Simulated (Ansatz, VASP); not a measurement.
**Ga2SnO2: VASP beside Ansatz**

INCAR

```
SYSTEM = Ga2SnO2
  PREC = Accurate
  ENCUT = 520
  EDIFF = 1E-6
  ISMEAR = 0
  SIGMA = 0.1
  LREAL = .FALSE.
  LASPH = .TRUE.
  NELM = 100
  ALGO = Normal
  ISIF = 2
  LWAVE = .FALSE.
  LCHARG = .FALSE.
  GGA = PE
  NBANDS = 34
```

The input KPOINTS:

```
regular mesh
0
G
  6 6 4
  0 0 0
```

Contents of POSCAR:

```
Ga2SnO2
1.0
    3.9458152900      0.0000000000      0.0000000000
   -1.9729076500      3.4171762800      0.0000000000
    0.0000000000      0.0000000000      5.4391565700
Ga Sn O
2 1 2
Direct
    0.3333333300      0.6666666700      0.4460000100
    0.6666666700      0.3333333300      0.5539999900
    0.0000000000      0.0000000000      0.0000000000
    0.3333333300      0.6666666700      0.2260000000
    0.6666666700      0.3333333300      0.7740000000
```

Input for Ansatz:

```yaml
crystal:
  lattice:
    - [3.94581529, 0.0, 0.0]
    - [-1.97290765, 3.41717628, 0.0]
    - [0.0, 0.0, 5.43915657]
  atoms:
    - { symbol: Ga, position: [0.33333333, 0.66666667, 0.44600001] }
    - { symbol: Ga, position: [0.66666667, 0.33333333, 0.55399999] }
    - { symbol: Sn, position: [0.0, 0.0, 0.0] }
    - { symbol: O, position: [0.33333333, 0.66666667, 0.226] }
    - { symbol: O, position: [0.66666667, 0.33333333, 0.774] }
basis:
  ecutwfc: 420
kpoints:
  mp_grid: { grid: [6, 6, 4] }
hamiltonian:
  xc: pbe
scf:
  occupations: { method: gaussian, width: 0.1 }
  lower_state_search: "off"
output:
  forces: true
  stress: true
  eigenvalues: true
```

Change from the starting cell: species swapped into the MnH2O2 type (P-3m1, No. 164).

Alike in both runs: task single point; functional PBE; k mesh 6 × 6 × 4; occupations gaussian, width 0.1 eV; no spin polarisation.

|  | VASP | Ansatz |
| --- | --- | --- |
| version | VASP 6.6.1 | Ansatz 0.2.0 |
| potentials or method | VASP PAW PBE potentials, release 64 (Ga_d, Sn_d, O), cutoff 520 eV | scalar-relativistic, plane waves, PAW |
| valence electrons in the cell | 52 | 52 |

Ansatz gave:

- gap on the k mesh at the Fermi level (eV): none
- rms of the force components (eV/Å): 40.441

Task: What did VASP give for the same quantities?

Result: gap on the k mesh at the Fermi level (eV): none; rms of the force components (eV/Å): 40.208.

Atom by atom the forces differ by 0.237 eV/Å (rms over components). A gap of «none» marks a metal or a gap that the smearing closes. The functional is the same, so the differences come from potentials, cutoffs and numerics.
